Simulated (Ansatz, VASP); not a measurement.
One calculation of SiSbTe2, two programs

INCAR

```
  ALGO = Normal
  EDIFF = 1E-7
  EDIFFG = -0.04
  ENCUT = 600
  GGA = PE
  IBRION = 2
  ISIF = 3
  ISMEAR = 0
  LASPH = True
  LCHARG = False
  LREAL = False
  LWAVE = False
  NELM = 60
  NSW = 90
  PREC = Accurate
  SIGMA = 0.1
```

Contents of KPOINTS:

```
k-points
0
Gamma
  6 6 4
```

The input POSCAR:

```
SiSbTe2
1.0
    4.7371838000      0.0000000000      0.0000000000
   -2.3685919000      4.1025215200      0.0000000000
    0.0000000000      0.0000000000      5.9421508100
Si Sb Te
1 1 2
Direct
    0.0000000000      0.0000000000      0.0000000000
    0.0000000000      0.0000000000      0.5000000000
    0.3333333300      0.6666666700      0.0000000000
    0.6666666700      0.3333333300      0.0000000000
```

Input for Ansatz:

```yaml
crystal:
  lattice:
    - [4.7371838, 0.0, 0.0]
    - [-2.3685919, 4.10252152, 0.0]
    - [0.0, 0.0, 5.94215081]
  atoms:
    - { symbol: Si, position: [0.0, 0.0, 0.0] }
    - { symbol: Sb, position: [0.0, 0.0, 0.5] }
    - { symbol: Te, position: [0.33333333, 0.66666667, 0.0] }
    - { symbol: Te, position: [0.66666667, 0.33333333, 0.0] }
basis:
  ecutwfc: 420
kpoints:
  mp_grid: { grid: [6, 6, 4] }
hamiltonian:
  xc: pbe
scf:
  occupations: { method: gaussian, width: 0.1 }
  lower_state_search: "off"
output:
  forces: true
  stress: true
  eigenvalues: true
relax:
  adjacent_minimum: "off"
  f_tol: 0.04
  max_steps: 70
  cell: { stress_tol: 0.4 }
```

Alike in both runs: task relaxation of cell and atoms; functional PBE; k mesh 6 × 6 × 4; occupations gaussian, width 0.1 eV; no spin polarisation.

|  | VASP | Ansatz |
| --- | --- | --- |
| version | VASP 6.6.1 | Ansatz 0.2.0 |
| potentials or method | VASP PAW PBE potentials, release 64 (Si, Sb, Te), cutoff 600 eV | scalar-relativistic, plane waves, PAW |
| valence electrons in the cell | 21 | 51 |

```tsv
	VASP	Ansatz	Ansatz less VASP
gap on the k mesh at the Fermi level, each at its own relaxed structure (eV)	none	none	-
relaxed volume (Å³/atom)	32.66	32.55	-0.111
relaxed cell length with the largest relative difference (Å)	5.372	5.365	-0.0076
```

A gap of «none» marks a metal or a gap that the smearing closes. VASP's potentials hold 21 valence electrons a cell and Ansatz's 51, so a difference there can come from the potentials and not from the codes.

Spin-orbit coupling is off throughout.
